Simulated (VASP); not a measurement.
Crystal: GaN.

```
Ga N
1.0
     0.05916    2.10104    2.10104
     2.10104    0.05916    2.10104
     2.10104    2.10104    0.05916
Ga N
1 1
Direct
  0.00000 0.00000 0.00000
  0.50000 0.50000 0.50000
```

This cell differs from its parent crystal: epitaxial 111 strain -3.2%.

Base run:

| Item | Value |
| --- | --- |
| Program | VASP 6.6.1 |
| Functional | PBE |
| Potentials or basis | VASP PAW PBE potentials, release 64 (Ga_d, N) |
| Cutoff | 520 eV |
| k mesh | 10 × 10 × 10 |
| Occupations | fermi-dirac, width 0.02 eV |
| Spin | no spin polarisation |

Its results: band gap on the k mesh 0.84 eV (least direct gap 3.27 eV); pressure 24.2 GPa.

Problem. The run is repeated on the same cell with these changes: functional from PBE to r2SCAN; occupations from fermi-dirac, width 0.02 eV to gaussian, width 0.01 eV. What comes out?

Solution. Band gap on the k mesh 1.37 eV (least direct gap 3.87 eV); pressure 16.3 GPa.

Caveats: the cell stands under pressure; the PAW data sets were made with another functional, which shifts forces and pressure a little (at least some runs).

A k mesh can miss the band edges.
